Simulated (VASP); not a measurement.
# Al (Fm-3m) in VASP: notebook

Al is run at these levels: PBE+D3(BJ); tasks: single point.

Program: VASP 6.6.1. These are calculated values, not measurements. Logs are shortened: lines on timing, memory, paths and dates and some standing lists are left out, and cuts for length are marked.

### 1 The cell of the first run

Symmetry: Fm-3m, No. 225, cubic system. Conventional cell: a = 4.120 Å, b = 4.120 Å, c = 4.120 Å, α = 90.00°, β = 90.00°, γ = 90.00°. Al (site symmetry m-3m) has 12 Al at 2.91 Å within 3.8 Å.

### 2 Single point, PBE+D3(BJ)

Contents of INCAR:

```
PREC = Accurate
ENCUT = 520
EDIFF = 1E-6
ISMEAR = 1
SIGMA = 0.15
LREAL = False
LASPH = True
NELM = 80
ALGO = Normal
ISIF = 2
LWAVE = False
LCHARG = False
GGA = PE
IVDW = 12
NBANDS = 8
```

Contents of KPOINTS:

```
Automatic mesh
0
Gamma
  12 12 12
```

Contents of POSCAR:

```
Al
1.0
    0.0000000000      2.0601849946      2.0601849946
    2.0601849946      0.0000000000      2.0601849946
    2.0601849946      2.0601849946      0.0000000000
Al
1
Direct
    0.0000000000      0.0000000000      0.0000000000
```

Potentials or basis: VASP PAW PBE potentials, release 64 (Al).

Started as:

```bash
cat potpaw_PBE.64/Al/POTCAR > POTCAR
mpirun -np 1 vasp_std > vasp.out
```

OUTCAR:

```text
PREC = Accurate
   ENCUT = 520
   EDIFF = 1E-6
   ISMEAR = 1
   LREAL = False
   LASPH = True
   NELM = 80
   ISIF = 2
   GGA = PE
   IVDW = 12
 IVDW          = 12

 ion  position               nearest neighbor table
   1  0.000  0.000  0.000-

  LATTYP: Found a face centered cubic cell.
 ALAT       =     4.1203699892

  Lattice vectors:

 A1 = (   0.0000000000,   2.0601849946,   2.0601849946)
 A2 = (   2.0601849946,   0.0000000000,   2.0601849946)
 A3 = (   2.0601849946,   2.0601849946,   0.0000000000)

Analysis of symmetry for initial positions (statically):
=====================================================================
 Subroutine PRICEL returns:
 Original cell was already a primitive cell.

 Routine SETGRP: Setting up the symmetry group for a
 face centered cubic supercell.

 Subroutine GETGRP returns: Found 48 space group operations
 (whereof 48 operations were pure point group operations)
 out of a pool of 48 trial point group operations.

The static configuration has the point symmetry O_h .

Analysis of symmetry for dynamics (positions and initial velocities):
=====================================================================
 Subroutine PRICEL returns:
 Original cell was already a primitive cell.

 Routine SETGRP: Setting up the symmetry group for a
 face centered cubic supercell.

 Subroutine GETGRP returns: Found 48 space group operations
 (whereof 48 operations were pure point group operations)
 out of a pool of 48 trial point group operations.

The dynamic configuration has the point symmetry O_h .

 Subroutine INISYM returns: Found 48 space group operations
 (whereof 48 operations are pure point group operations),
 and found     1 'primitive' translations

----------------------------------------------------------------------------------------

                                     Primitive cell

  volume of cell :      17.4883

  direct lattice vectors                    reciprocal lattice vectors
     0.000000000  2.060184995  2.060184995    -0.242696652  0.242696652  0.242696652
     2.060184995  0.000000000  2.060184995     0.242696652 -0.242696652  0.242696652
     2.060184995  2.060184995  0.000000000     0.242696652  0.242696652 -0.242696652

  length of vectors
     2.913541560  2.913541560  2.913541560     0.420362932  0.420362932  0.420362932

  position of ions in fractional coordinates (direct lattice)
     0.000000000  0.000000000  0.000000000

[... 77 lines left out ...]
   EDIFFG = 0.1E-04   stopping-criterion for IOM
   NSW    =      0    number of steps for IOM
   IBRION =     -1    ionic relax: 0-MD 1-quasi-New 2-CG
   NFREE  =      0    steps in history (QN), initial steepest desc. (CG)
   ISIF   =      2    stress and relaxation
   ISYM   =      2    0-nonsym 1-usesym 2-fastsym
   POTIM  = 0.5000    time-step for ionic-motion
   TEBEG  =    0.0;   TEEND  =   0.0 temperature during run
   PSTRESS=    0.0 pullay stress
   NELECT =       3.0000    total number of electrons
   NUPDOWN=      -1.0000    fix difference up-down
   EMIN   =  10.00;   EMAX   =-10.00  energy-range for DOS
   EFERMI =   0.00;   METHOD = LEGACY
   ISMEAR =     1;   SIGMA  =   0.15  broadening in eV -4-tet -1-fermi 0-gaus
   EFERMI_NEDOS =   21; number of points for ismear=-14 and -15
   IALGO  =     38    algorithm
   IMIX   =      4    mixing-type and parameters
     AMIX     =   0.40;   BMIX     =  1.00
     AMIX_MAG =   1.60;   BMIX_MAG =  1.00
  volume/ion in A,a.u.               =      17.49       118.02
  Fermi-wavevector in a.u.,A,eV,Ry     =   0.909632  1.718955 11.257872  0.827430
  Thomas-Fermi vector in A             =   2.033699
   LORBIT       =      0    0 simple, 1 ext, 2 COOP (PROOUT), +10 PAW based schemes
   GGA     = PE    functional components
   LHFCALC =     F    Hartree Fock is set to
   AEXX    =    0.0000 exact exchange contribution
   IVDW    =    12    specifies the selected vdW correction
   LEPSILON=     F    determine dielectric tensor
   LRPA    =     F    only Hartree local field effects (RPA)
 non-spin polarized calculation
 Methfessel and Paxton  Order N= 1 SIGMA  =   0.15
  energy-cutoff  :      520.00
  volume of cell :       17.49
 maximum number of plane-waves:       495
 NGX is ok and might be reduce to    24
   NGX = 11   NGY = 11   NGZ = 11

 number of electron       3.0000000 magnetization

 Free energy of the ion-electron system (eV)
  ---------------------------------------------------
  ext. energy  EPLUGINS =         0.00000000
  ---------------------------------------------------
  free energy    TOTEN  =        -3.74083010 eV

  energy without entropy =       -3.74119434  energy(sigma->0) =       -3.74095152

 E-fermi :   7.2689     XC(G=0):  -9.9876

 val. band max:        7.1800757221   @ k =   0.5000   0.2500   0.0833
 cond. band min:       7.3484277481   @ k =  -0.4167   0.4167   0.0833
 fundamental gap:      0.1683520260
 Fermi energy:         7.2688848139

 k-point     1 :       0.0000    0.0000    0.0000
  band No.  band energies     occupation
      1      -3.3317      2.00000
      2      19.7086      0.00000
      3      19.7086      0.00000
      4      19.7086      0.00000
      5      20.7720      0.00000
      6      20.7720      0.00000
      7      20.7720      0.00000
      8      23.4581      0.00000
[... 243 lines left out ...]
 k-point    24 :      -0.4167    0.1667    0.0000
  band No.  band energies     occupation
      1       3.0125      2.00000
      2       4.3990      2.00000
      3      12.6736      0.00000
      4      15.8237      0.00000
      5      17.6383      0.00000
      6      22.1536      0.00000
      7      24.6833      0.00000
      8      27.7017      0.00000

 [... further k-points ...]

------------------------ aborting loop because EDIFF is reached ----------------------------------------

 Edisp (eV)   -0.31662

 E8    (eV) :    -0.1415

  FORCE on cell =-STRESS in cart. coord.  units (eV):
  Direction    XX          YY          ZZ          XY          YZ          ZX
  --------------------------------------------------------------------------------------
  -------------------------------------------------------------------------------------
  Total      -0.76366    -0.76366    -0.76366     0.00000     0.00000     0.00000
  in kB     -69.96200   -69.96200   -69.96200     0.00000     0.00000     0.00000
  external pressure =      -69.96 kB  Pullay stress =        0.00 kB

 VOLUME and BASIS-vectors are now :
 -----------------------------------------------------------------------------
  energy-cutoff  :      520.00
  volume of cell :       17.49
      direct lattice vectors                 reciprocal lattice vectors
     0.000000000  2.060184995  2.060184995    -0.242696652  0.242696652  0.242696652
     2.060184995  0.000000000  2.060184995     0.242696652 -0.242696652  0.242696652
     2.060184995  2.060184995  0.000000000     0.242696652  0.242696652 -0.242696652

 POSITION                                       TOTAL-FORCE (eV/Angst)
 -----------------------------------------------------------------------------------
      0.00000      0.00000      0.00000         0.000000     -0.000000      0.000000
 -----------------------------------------------------------------------------------
    total drift:                               -0.000000      0.000000     -0.000000

  FREE ENERGIE OF THE ION-ELECTRON SYSTEM (eV)
  ---------------------------------------------------
  free  energy   TOTEN  =        -4.0574540344 eV

  energy  without entropy=       -4.0578182760  energy(sigma->0) =       -4.05757545
```

OSZICAR:

```text
N       E                     dE             d eps       ncg     rms          rms(c)
DAV:   1    -0.243868799592E+01   -0.24387E+01   -0.82605E+02  1168   0.201E+02
DAV:   2    -0.375561791391E+01   -0.13169E+01   -0.12978E+01  1712   0.179E+01
DAV:   3    -0.376226059177E+01   -0.66427E-02   -0.66438E-02  1432   0.143E+00
DAV:   4    -0.376227954583E+01   -0.18954E-04   -0.18954E-04  1824   0.681E-02
DAV:   5    -0.376227961251E+01   -0.66682E-07   -0.66514E-07  1504   0.214E-03    0.121E+00
DAV:   6    -0.374990001645E+01    0.12380E-01   -0.18791E-03  1536   0.207E-01    0.706E-01
DAV:   7    -0.374083802655E+01    0.90620E-02   -0.56239E-03  1464   0.336E-01    0.139E-01
DAV:   8    -0.374083186825E+01    0.61583E-05   -0.15029E-05  1680   0.276E-02    0.692E-03
DAV:   9    -0.374083053824E+01    0.13300E-05   -0.88578E-07  1584   0.399E-03    0.818E-04
DAV:  10    -0.374083010311E+01    0.43513E-06   -0.42940E-09  1104   0.450E-04
   1 F= -.40574540E+01 E0= -.40575754E+01  d E =0.364242E-03
```

Run time: 5 s. Hardware: 1 thread of Intel Xeon Platinum 8488C (Sapphire Rapids), shared host; peak memory 0.14 GiB.

What came out:

```yaml
Free_energy: -4.0575 eV
Pressure: -7.0 GPa
Dispersion_energy_per_atom: -0.317 eV
```

Caveat: pairwise dispersion overbinds metals, which lowers pressure and volume.

### 3 Single point, PBE+D3(BJ)

This run uses another cell than the first one, of 17.93 Å³/atom, 1.025 times its volume.

Contents of INCAR:

```
SYSTEM = Al
ALGO = Normal
EDIFF = 1E-7
ENCUT = 520
GGA = PE
ISIF = 2
ISMEAR = 1
IVDW = 12
LASPH = .TRUE.
LCHARG = .TRUE.
LELF = .TRUE.
LREAL = .FALSE.
LVHAR = .TRUE.
LWAVE = .FALSE.
NBANDS = 8
NELM = 80
PREC = Accurate
SIGMA = 0.15
```

Contents of KPOINTS:

```
k-points
0
G
  12 12 12
  0 0 0
```

Contents of POSCAR:

```
Al
1.0
    0.0000000000      2.0774258380      2.0774258380
    2.0774258380      0.0000000000      2.0774258380
    2.0774258380      2.0774258380      0.0000000000
Al
1
Direct
    0.0000000000      0.0000000000      0.0000000000
```

Potentials or basis: VASP PAW PBE potentials, release 64 (Al).

Started as:

```bash
cat potpaw_PBE.64/Al/POTCAR > POTCAR
mpirun -np 1 vasp_std > vasp.out
```

OUTCAR:

```text
SYSTEM = Al
   EDIFF = 1E-7
   ENCUT = 520
   GGA = PE
   ISIF = 2
   ISMEAR = 1
   IVDW = 12
   LASPH = .TRUE.
   LREAL = .FALSE.
   NELM = 80
   PREC = Accurate
 IVDW          = 12

 ion  position               nearest neighbor table
   1  0.000  0.000  0.000-

  LATTYP: Found a face centered cubic cell.
 ALAT       =     4.1548516760

  Lattice vectors:

 A1 = (   0.0000000000,   2.0774258380,   2.0774258380)
 A2 = (   2.0774258380,   0.0000000000,   2.0774258380)
 A3 = (   2.0774258380,   2.0774258380,   0.0000000000)

Analysis of symmetry for initial positions (statically):
=====================================================================
 Subroutine PRICEL returns:
 Original cell was already a primitive cell.

 Routine SETGRP: Setting up the symmetry group for a
 face centered cubic supercell.

 Subroutine GETGRP returns: Found 48 space group operations
 (whereof 48 operations were pure point group operations)
 out of a pool of 48 trial point group operations.

The static configuration has the point symmetry O_h .

Analysis of symmetry for dynamics (positions and initial velocities):
=====================================================================
[... 163 lines left out ...]

 k-point     1 :       0.0000    0.0000    0.0000
  band No.  band energies     occupation
      1      -3.4127      2.00000
      2      19.3278      0.00000
      3      19.3278      0.00000
      4      19.3278      0.00000
      5      20.2138      0.00000
      6      20.2138      0.00000
      7      20.2138      0.00000
      8      23.0365      0.00000
[... 243 lines left out ...]
 k-point    24 :      -0.4167    0.1667    0.0000
  band No.  band energies     occupation
      1       2.8321      2.00000
      2       4.1952      2.00000
      3      12.3321      0.00000
      4      15.4237      0.00000
      5      17.2280      0.00000
      6      21.6805      0.00000
      7      24.1312      0.00000
      8      27.1710      0.00000

 [... further k-points ...]

------------------------ aborting loop because EDIFF is reached ----------------------------------------

 Edisp (eV)   -0.30854

 E8    (eV) :    -0.1378

  FORCE on cell =-STRESS in cart. coord.  units (eV):
  Direction    XX          YY          ZZ          XY          YZ          ZX
  --------------------------------------------------------------------------------------
  -------------------------------------------------------------------------------------
  Total      -0.92811    -0.92811    -0.92811    -0.00000    -0.00000    -0.00000
  in kB     -82.92872   -82.92872   -82.92872    -0.00000    -0.00000    -0.00000
  external pressure =      -82.93 kB  Pullay stress =        0.00 kB

 VOLUME and BASIS-vectors are now :
 -----------------------------------------------------------------------------
  energy-cutoff  :      520.00
  volume of cell :       17.93
      direct lattice vectors                 reciprocal lattice vectors
     0.000000000  2.077425838  2.077425838    -0.240682479  0.240682479  0.240682479
     2.077425838  0.000000000  2.077425838     0.240682479 -0.240682479  0.240682479
     2.077425838  2.077425838  0.000000000     0.240682479  0.240682479 -0.240682479

 POSITION                                       TOTAL-FORCE (eV/Angst)
 -----------------------------------------------------------------------------------
      0.00000      0.00000      0.00000         0.000000      0.000000      0.000000
 -----------------------------------------------------------------------------------
    total drift:                               -0.000000     -0.000000     -0.000000

  FREE ENERGIE OF THE ION-ELECTRON SYSTEM (eV)
  ---------------------------------------------------
  free  energy   TOTEN  =        -4.0362938371 eV

  energy  without entropy=       -4.0363833907  energy(sigma->0) =       -4.03632369
```

stdout:

```text
POSCAR found type information on POSCAR Al
 POSCAR found :  1 types and       1 ions
 scaLAPACK will be used
 LDA part: xc-table for (Slater+PW92), standard interpolation
 POSCAR, INCAR and KPOINTS ok, starting setup
 FFT: planning ... GRIDC
 FFT: planning ... GRID_SOFT
 FFT: planning ... GRID
 WAVECAR not read
 entering main loop
```

Run time: 7.5 s. Hardware: 1 thread of Intel Xeon Platinum 8488C (Sapphire Rapids), shared host; peak memory 0.14 GiB.

Results:

```
Free energy                : -4.0363 eV
Pressure                   : -8.3 GPa
Dispersion energy per atom : -0.309 eV
```

Caveat: pairwise dispersion overbinds metals, which lowers pressure and volume.
